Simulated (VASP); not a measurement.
Crystal: Cu.

```xyz
1
Lattice="0.0000 1.7954 1.7954 1.7954 0.0000 1.7954 1.7954 1.7954 0.0000" Properties=species:S:1:pos:R:3 pbc="T T T"
Cu    0.0000    0.0000    0.0000
```

Base run:

| Quantity | Value |
| --- | --- |
| Program | VASP 6.6.1 |
| Functional | revPBE |
| Dispersion | D4 |
| Potentials or basis | VASP PAW PBE potentials, release 64 (Cu) |
| Cutoff | 600 eV |
| k mesh | 13 × 13 × 13 |
| Occupations | fermi-dirac, width 0.05 eV |
| Spin | no spin polarisation |

Its results: pressure -4.2 GPa.

Problem. After a change of settings the same cell gave: pressure -7.5 GPa. Which change was it?
A. functional from revPBE to PBEsol; dispersion from D4 to D3(BJ)
B. functional from revPBE to r2SCAN; dispersion from D4 to rVV10; cutoff from 600 eV to 520 eV
C. dispersion from D4 to D3(BJ)
D. dispersion from D4 to none; cutoff from 600 eV to 520 eV; further incar settings from ALGO = Normal; EDIFF = 1e-06; NBANDS = 12 to ALGO = Normal; EDIFF = 1e-07; NBANDS = 12

Solution. C.

Caveats: the PAW data sets were made with another functional, which shifts forces and pressure a little; pairwise dispersion overbinds metals, which lowers pressure and volume.
